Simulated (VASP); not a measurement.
# HfN (Fm-3m) in VASP: notebook

The runs below take HfN through single point, with PBEsol.

All numbers are computed with VASP 6.6.1; they aren't measurements. Logs are shortened: lines on timing, memory, paths and dates and some standing lists are left out, and cuts for length are marked.

## (1) The cell of the first run

Symmetry: Fm-3m, No. 225, cubic system. The conventional cell has a = 4.512 Å, b = 4.512 Å, c = 4.512 Å, α = 90.00°, β = 90.00°, γ = 90.00°. Hf (site symmetry m-3m) has 6 N at 2.26 Å within 3.0 Å. Within 3.0 Å of N (site symmetry m-3m) lie 6 Hf at 2.26 Å.

## (2) Single point, PBEsol

Input file INCAR:

```
SYSTEM = HfN
ALGO = Normal
EDIFF = 1E-6
ENCUT = 520
GGA = PS
ISIF = 2
ISMEAR = -1
LASPH = .TRUE.
LCHARG = .FALSE.
LREAL = .FALSE.
LWAVE = .FALSE.
NBANDS = 14
NELM = 60
PREC = Accurate
SIGMA = 0.05
```

Input file KPOINTS:

```
k-points
0
G
  10 10 10
  0 0 0
```

Input file POSCAR:

```
HfN
1.0
    0.0000000000      2.2560000000      2.2560000000
    2.2560000000      0.0000000000      2.2560000000
    2.2560000000      2.2560000000      0.0000000000
Hf N
1 1
Direct
    0.0000000000      0.0000000000      0.0000000000
    0.5000000000      0.5000000000      0.5000000000
```

Potentials or basis: VASP PAW PBE potentials, release 64 (Hf_pv, N).

The run is started by

```
cat potpaw_PBE.64/Hf_pv/POTCAR potpaw_PBE.64/N/POTCAR > POTCAR
mpirun -np 1 vasp_std > vasp.out
```

OUTCAR:

```text
SYSTEM = HfN
   EDIFF = 1E-6
   ENCUT = 520
   GGA = PS
   ISIF = 2
   ISMEAR = -1
   LASPH = .TRUE.
   LREAL = .FALSE.
   NELM = 60
   PREC = Accurate

 ion  position               nearest neighbor table
   1  0.000  0.000  0.000-   2 2.26   2 2.26   2 2.26   2 2.26   2 2.26   2 2.26
   2  0.500  0.500  0.500-   1 2.26   1 2.26   1 2.26   1 2.26   1 2.26   1 2.26

  LATTYP: Found a face centered cubic cell.
 ALAT       =     4.5120000000

  Lattice vectors:

 A1 = (   0.0000000000,   2.2560000000,   2.2560000000)
 A2 = (   2.2560000000,   0.0000000000,   2.2560000000)
 A3 = (   2.2560000000,   2.2560000000,   0.0000000000)

Analysis of symmetry for initial positions (statically):
=====================================================================
 Subroutine PRICEL returns:
 Original cell was already a primitive cell.

 Routine SETGRP: Setting up the symmetry group for a
 face centered cubic supercell.

 Subroutine GETGRP returns: Found 48 space group operations
 (whereof 48 operations were pure point group operations)
 out of a pool of 48 trial point group operations.

The static configuration has the point symmetry O_h .

Analysis of symmetry for dynamics (positions and initial velocities):
=====================================================================
 Subroutine PRICEL returns:
 Original cell was already a primitive cell.

 Routine SETGRP: Setting up the symmetry group for a
 face centered cubic supercell.

 Subroutine GETGRP returns: Found 48 space group operations
 (whereof 48 operations were pure point group operations)
 out of a pool of 48 trial point group operations.

The dynamic configuration has the point symmetry O_h .

 Subroutine INISYM returns: Found 48 space group operations
 (whereof 48 operations are pure point group operations),
 and found     1 'primitive' translations

----------------------------------------------------------------------------------------

                                     Primitive cell

  volume of cell :      22.9640

  direct lattice vectors                    reciprocal lattice vectors
     0.000000000  2.256000000  2.256000000    -0.221631206  0.221631206  0.221631206
     2.256000000  0.000000000  2.256000000     0.221631206 -0.221631206  0.221631206
     2.256000000  2.256000000  0.000000000     0.221631206  0.221631206 -0.221631206

  length of vectors
     3.190465797  3.190465797  3.190465797     0.383876509  0.383876509  0.383876509

  position of ions in fractional coordinates (direct lattice)
     0.000000000  0.000000000  0.000000000
     0.500000000  0.500000000  0.500000000

  ion indices of the primitive-cell ions
   primitive index   ion index
                 1           1
                 2           2

----------------------------------------------------------------------------------------

 KPOINTS: k-points

Automatic generation of k-mesh.
 Grid dimensions read from file:
 generate k-points for:   10   10   10

 Generating k-lattice:

  Cartesian coordinates                     Fractional coordinates (reciprocal lattice)
    -0.022163121  0.022163121  0.022163121     0.100000000  0.000000000  0.000000000
     0.022163121 -0.022163121  0.022163121     0.000000000  0.100000000  0.000000000
     0.022163121  0.022163121 -0.022163121     0.000000000  0.000000000  0.100000000

  Length of vectors
     0.038387651  0.038387651  0.038387651

  Shift w.r.t. Gamma in fractional coordinates (k-lattice)
     0.000000000  0.000000000  0.000000000

 Subroutine IBZKPT returns following result:
 ===========================================

 Found     47 irreducible k-points:

 Following reciprocal coordinates:
            Coordinates               Weight
  0.000000  0.000000  0.000000      1.000000
  0.100000  0.000000  0.000000      8.000000
  0.200000  0.000000  0.000000      8.000000
  0.300000  0.000000  0.000000      8.000000
  0.400000  0.000000  0.000000      8.000000
  0.500000  0.000000  0.000000      4.000000
[... 16 lines left out ...]
  0.300000  0.300000  0.000000      6.000000
  0.400000  0.300000  0.000000     24.000000
 [... further k-points ...]
   k-points           NKPTS =     47   k-points in BZ     NKDIM =     47   number of bands    NBANDS=     14
   number of dos      NEDOS =    301   number of ions     NIONS =      2
   total plane-waves  NPLWV =  13824
   dimension x,y,z NGX =    24 NGY =   24 NGZ =   24
   dimension x,y,z NGXF=    48 NGYF=   48 NGZF=   48
   ions per type =               1   1
   NGX,Y,Z   is equivalent  to a cutoff of  12.51, 12.51, 12.51 a.u.
   NGXF,Y,Z  is equivalent  to a cutoff of  25.01, 25.01, 25.01 a.u.
 SYSTEM =  HfN
   PREC   = accura    normal or accurate (medium, high low for compatibility)
   ISTART =      0    job   : 0-new  1-cont  2-samecut
   ICHARG =      2    charge: 1-file 2-atom 10-const
   ISPIN  =      1    spin polarized calculation?
   LNONCOLLINEAR =      F non collinear calculations
   LSORBIT =      F    spin-orbit coupling
   LASPH  =      T    aspherical Exc in radial PAW
   ENCUT  =  520.0 eV  38.22 Ry    6.18 a.u.   5.93  5.93  5.93*2*pi/ulx,y,z
   NELM   =     60;   NELMIN=  2; NELMDL= -5     # of ELM steps
   EDIFF  = 0.1E-05   stopping-criterion for ELM
   LREAL  =      F    real-space projection
   EDIFFG = 0.1E-04   stopping-criterion for IOM
   NSW    =      0    number of steps for IOM
   IBRION =     -1    ionic relax: 0-MD 1-quasi-New 2-CG
   NFREE  =      0    steps in history (QN), initial steepest desc. (CG)
   ISIF   =      2    stress and relaxation
   ISYM   =      2    0-nonsym 1-usesym 2-fastsym
   POTIM  = 0.5000    time-step for ionic-motion
   TEBEG  =    0.0;   TEEND  =   0.0 temperature during run
   PSTRESS=    0.0 pullay stress
   NELECT =      15.0000    total number of electrons
   NUPDOWN=      -1.0000    fix difference up-down
   EMIN   =  10.00;   EMAX   =-10.00  energy-range for DOS
   EFERMI =   0.00;   METHOD = LEGACY
   ISMEAR =    -1;   SIGMA  =   0.05  broadening in eV -4-tet -1-fermi 0-gaus
   EFERMI_NEDOS =   21; number of points for ismear=-14 and -15
   IALGO  =     38    algorithm
   IMIX   =      4    mixing-type and parameters
     AMIX     =   0.40;   BMIX     =  1.00
     AMIX_MAG =   1.60;   BMIX_MAG =  1.00
  volume/ion in A,a.u.               =      11.48        77.48
  Fermi-wavevector in a.u.,A,eV,Ry     =   1.420440  2.684242 27.451783  2.017649
  Thomas-Fermi vector in A             =   2.541355
   LORBIT       =      0    0 simple, 1 ext, 2 COOP (PROOUT), +10 PAW based schemes
   GGA     = PS    functional components
   LHFCALC =     F    Hartree Fock is set to
   AEXX    =    0.0000 exact exchange contribution
   IVDW    =     0    specifies the selected vdW correction
   LEPSILON=     F    determine dielectric tensor
   LRPA    =     F    only Hartree local field effects (RPA)
 non-spin polarized calculation
  energy-cutoff  :      520.00
  volume of cell :       22.96
 maximum number of plane-waves:       636
   NGX = 11   NGY = 11   NGZ = 11

 number of electron      15.0000001 magnetization

 Free energy of the ion-electron system (eV)
  ---------------------------------------------------
  ext. energy  EPLUGINS =         0.00000000
  ---------------------------------------------------
  free energy    TOTEN  =       -22.98518377 eV

  energy without entropy =      -22.97877229  energy(sigma->0) =      -22.98197803

 E-fermi :   8.2654     XC(G=0): -12.9145

 val. band max:        8.2207200577   @ k =  -0.4000   0.3000   0.0000
 cond. band min:       8.2786341941   @ k =  -0.1000   0.1000   0.0000
 fundamental gap:      0.0579141364
 Fermi energy:         8.2653621347

 k-point     1 :       0.0000    0.0000    0.0000
  band No.  band energies     occupation
      1     -22.8047      2.00000
      2     -22.8047      2.00000
      3     -22.8047      2.00000
      4      -9.2321      2.00000
      5       5.2401      2.00000
      6       5.2401      2.00000
      7       5.2401      2.00000
      8       7.8629      1.99936
      9       7.8629      1.99936
     10       7.8629      1.99936
     11      10.0818      0.00000
     12      10.1902      0.00000
     13      10.1902      0.00000
     14      17.7828      0.00000

 k-point     2 :       0.1000    0.0000    0.0000
  band No.  band energies     occupation
      1     -22.9082      2.00000
      2     -22.8132      2.00000
      3     -22.8132      2.00000
      4      -8.9989      2.00000
      5       4.3064      2.00000
      6       4.6858      2.00000
      7       4.6858      2.00000
      8       8.0968      1.93360
      9       8.1931      1.61871
     10       8.1931      1.61871
     11      10.7846      0.00000
     12      10.9396      0.00000
     13      10.9396      0.00000
     14      18.5555      0.00000

 k-point     3 :       0.2000    0.0000    0.0000
  band No.  band energies     occupation
      1     -23.1683      2.00000
      2     -22.8356      2.00000
      3     -22.8356      2.00000
      4      -8.3718      2.00000
      5       2.6197      2.00000
      6       3.6789      2.00000
      7       3.6789      2.00000
      8       8.4860      0.02397
      9       9.0154      0.00000
     10       9.0154      0.00000
     11      12.2358      0.00000
     12      12.6262      0.00000
     13      12.6262      0.00000
     14      20.3974      0.00000
[... 324 lines left out ...]
 k-point    23 :       0.3000    0.3000    0.0000
  band No.  band energies     occupation
      1     -23.3855      2.00000
      2     -23.0130      2.00000
      3     -23.0130      2.00000
      4      -7.9159      2.00000
      5       1.4074      2.00000
      6       4.3861      2.00000
      7       4.3861      2.00000
      8       5.2799      2.00000
      9      11.4881      0.00000
     10      12.0194      0.00000
     11      12.3603      0.00000
     12      12.3603      0.00000
     13      17.2823      0.00000
     14      20.4879      0.00000

 k-point    24 :       0.4000    0.3000    0.0000
  band No.  band energies     occupation
      1     -23.4968      2.00000
      2     -23.0756      2.00000
      3     -23.0458      2.00000
      4      -7.8037      2.00000
      5       1.6263      2.00000
      6       3.6226      2.00000
      7       4.1234      2.00000
      8       5.7395      2.00000
      9      12.3329      0.00000
     10      12.8517      0.00000
     11      13.0235      0.00000
     12      13.0874      0.00000
     13      17.4447      0.00000
     14      19.5523      0.00000

 [... further k-points ...]
[... 5 lines left out ...]
  --------------------------------------------------------------------------------------
  -------------------------------------------------------------------------------------
  Total       -0.5840948     -0.5840948     -0.5840948      0.0000000     -0.0000000     -0.0000000
  in kB      -40.7517873    -40.7517873    -40.7517873      0.0000000     -0.0000000     -0.0000000
  external PRESSURE =     -40.7517873 kB  Pullay stress =       0.0000000 kB

 VOLUME and BASIS-vectors are now :
 -----------------------------------------------------------------------------
  energy-cutoff  :      520.00
  volume of cell :       22.96
      direct lattice vectors                 reciprocal lattice vectors
     0.000000000  2.256000000  2.256000000    -0.221631206  0.221631206  0.221631206
     2.256000000  0.000000000  2.256000000     0.221631206 -0.221631206  0.221631206
     2.256000000  2.256000000  0.000000000     0.221631206  0.221631206 -0.221631206

 POSITION                                       TOTAL-FORCE (eV/Angst)
 -----------------------------------------------------------------------------------
      0.00000      0.00000      0.00000        -0.000000     -0.000000      0.000000
      2.25600      2.25600      2.25600         0.000000      0.000000     -0.000000
 -----------------------------------------------------------------------------------
    total drift:                                0.000000     -0.000000     -0.000000

  FREE ENERGIE OF THE ION-ELECTRON SYSTEM (eV)
  ---------------------------------------------------
  free  energy   TOTEN  =       -22.9851837695 eV

  energy  without entropy=      -22.9787722948  energy(sigma->0) =      -22.98197803
```

Wall time 7.8 s (1 thread of AMD EPYC 9R45 (Zen 5), shared host); peak memory 0.12 GiB.

Results:

| Quantity | Value |
| --- | --- |
| Free energy | -22.9852 eV |
| Pressure | -4.1 GPa |

Caveat: the PAW data sets were made with another functional, which shifts forces and pressure a little; spin-orbit coupling is left out, which moves the levels of the heavy elements.

## (3) Single point, PBEsol (volume scaled by 0.98)

INCAR is that of step 2.

KPOINTS is that of step 2.

Input file POSCAR:

```
HfN
1.0
    0.0000000000      2.2408586042      2.2408586042
    2.2408586042      0.0000000000      2.2408586042
    2.2408586042      2.2408586042      0.0000000000
Hf N
1 1
Direct
    0.0000000000      0.0000000000      0.0000000000
    0.5000000000      0.5000000000      0.5000000000
```

Potentials or basis: VASP PAW PBE potentials, release 64 (Hf_pv, N).

The run is started by

```
cat potpaw_PBE.64/Hf_pv/POTCAR potpaw_PBE.64/N/POTCAR > POTCAR
mpirun -np 1 vasp_std > vasp.out
```

Wall time 6.9 s (1 thread of Intel Xeon Platinum 8488C (Sapphire Rapids), shared host); peak memory 0.14 GiB.

The run converged. Its results:

```yaml
Free_energy: -22.9884 eV
Pressure: 1.7 GPa
```

Levels at points of the mesh, in eV from the Fermi level:
```csv
k point,band 4,band 5,band 6,band 7,band 8,band 9,band 10,band 11,band 12,band 13
"(0.00, 0.00, 0.00)",-17.62,-3.05,-3.05,-3.05,-0.42,-0.42,-0.42,1.97,1.97,2.01
"(0.50, 0.00, 0.00)",-14.70,-9.08,-6.33,-6.33,3.38,3.81,3.81,4.50,9.13,9.13
"(0.50, 0.50, 0.00)",-16.50,-5.42,-3.98,-3.70,-3.70,4.19,5.71,5.71,5.87,8.22
```

Caveat: the PAW data sets were made with another functional, which shifts forces and pressure a little; spin-orbit coupling is left out, which moves the levels of the heavy elements.

## (4) Single point, PBEsol (volume scaled by 1.02)

Input file INCAR:

```
SYSTEM = HfN
PREC = Accurate
ENCUT = 520
EDIFF = 1E-6
ISMEAR = -1
SIGMA = 0.05
LREAL = .FALSE.
LASPH = .TRUE.
NELM = 100
ALGO = Normal
ISIF = 2
LWAVE = .FALSE.
LCHARG = .TRUE.
GGA = PS
LELF = .TRUE.
LVHAR = .TRUE.
NBANDS = 14
```

Input file KPOINTS:

```
regular mesh
0
G
  10 10 10
  0 0 0
```

Input file POSCAR:

```
HfN
1.0
    0.0000000000      2.2709408328      2.2709408328
    2.2709408328      0.0000000000      2.2709408328
    2.2709408328      2.2709408328      0.0000000000
Hf N
1 1
Direct
    0.0000000000      0.0000000000      0.0000000000
    0.5000000000      0.5000000000      0.5000000000
```

The run is started by

```
cat potpaw_PBE.64/Hf_pv/POTCAR potpaw_PBE.64/N/POTCAR > POTCAR
mpirun -np 1 vasp_std > vasp.out
```

Wall time 7 s (1 thread of Intel Xeon Platinum 8488C (Sapphire Rapids), shared host); peak memory 0.14 GiB.

The run converged. Its results:

| Item | Value |
| --- | --- |
| Free energy | -22.9662 eV |
| Pressure | -9.3 GPa |

Levels at points of the mesh, in eV from the Fermi level:
```
           k point  band 5  band 6  band 7  band 8  band 9  band 10  band 11  band 12
(0.00, 0.00, 0.00)   -3.00   -3.00   -3.00   -0.39   -0.39    -0.39     1.63     1.88
(0.50, 0.00, 0.00)   -8.84   -6.13   -6.13    3.19    3.60     3.60     4.29     8.65
(0.50, 0.50, 0.00)   -5.42   -3.80   -3.68   -3.68    3.98     5.39     5.40     5.40
```

Caveat: the PAW data sets were made with another functional, which shifts forces and pressure a little; spin-orbit coupling is left out, which moves the levels of the heavy elements.

## (5) Single point, PBEsol (volume scaled by 1.04)

Input file INCAR:

```
PREC = Accurate
ENCUT = 520
EDIFF = 1E-6
ISMEAR = -1
SIGMA = 0.05
LREAL = F
LASPH = T
NELM = 60
ALGO = Normal
ISIF = 2
LWAVE = F
LCHARG = F
GGA = PS
NBANDS = 14
```

Input file KPOINTS:

```
Automatic mesh
0
Gamma
  10 10 10
```

Input file POSCAR:

```
HfN
1.0
    0.0000000000      2.2856876150      2.2856876150
    2.2856876150      0.0000000000      2.2856876150
    2.2856876150      2.2856876150      0.0000000000
Hf N
1 1
Direct
    0.0000000000      0.0000000000      0.0000000000
    0.5000000000      0.5000000000      0.5000000000
```

The run is started by

```
cat potpaw_PBE.64/Hf_pv/POTCAR potpaw_PBE.64/N/POTCAR > POTCAR
mpirun -np 1 vasp_std > vasp.out
```

Wall time 6.9 s (1 thread of Intel Xeon Platinum 8488C (Sapphire Rapids), shared host); peak memory 0.14 GiB.

Results (log left out):

| Property | Result |
| --- | --- |
| Free energy | -22.9332 eV |
| Pressure | -13.9 GPa |

Levels at points of the mesh, in eV from the Fermi level:
| k point | band 4 | band 5 | band 6 | band 7 | band 8 | band 9 | band 10 | band 11 | band 12 | band 13 |
| --- | --- | --- | --- | --- | --- | --- | --- | --- | --- | --- |
| (0.00, 0.00, 0.00) | -17.26 | -2.98 | -2.98 | -2.98 | -0.38 | -0.38 | -0.38 | 1.45 | 1.83 | 1.83 |
| (0.50, 0.00, 0.00) | -14.68 | -8.73 | -6.03 | -6.03 | 3.11 | 3.51 | 3.51 | 4.19 | 8.43 | 8.43 |
| (0.50, 0.50, 0.00) | -16.16 | -5.42 | -3.71 | -3.67 | -3.67 | 3.88 | 5.17 | 5.25 | 5.25 | 7.46 |

Caveat: the PAW data sets were made with another functional, which shifts forces and pressure a little; spin-orbit coupling is left out, which moves the levels of the heavy elements.

## (6) Summary

```tsv
cell	gap on the mesh (eV)	pressure (GPa)
a = 3.190 Å, angles 60.0°, 2 atoms	none	-4.1
a = 3.169 Å, angles 60.0°, 2 atoms	none	1.7
a = 3.212 Å, angles 60.0°, 2 atoms	none	-9.3
a = 3.232 Å, angles 60.0°, 2 atoms	none	-13.9
```

Alike in all rows: task single point; level PBEsol; potentials or basis VASP PAW PBE potentials, release 64 (Hf_pv, N); no spin polarisation; k mesh 10 × 10 × 10; cutoff (eV) 520; smearing fermi-dirac 0.05 eV.

Caveats: the PAW data sets were made with another functional, which shifts forces and pressure a little; spin-orbit coupling is left out, which moves the levels of the heavy elements.

Total energies depend on the potentials used, so only differences within one code and one set of settings carry meaning.
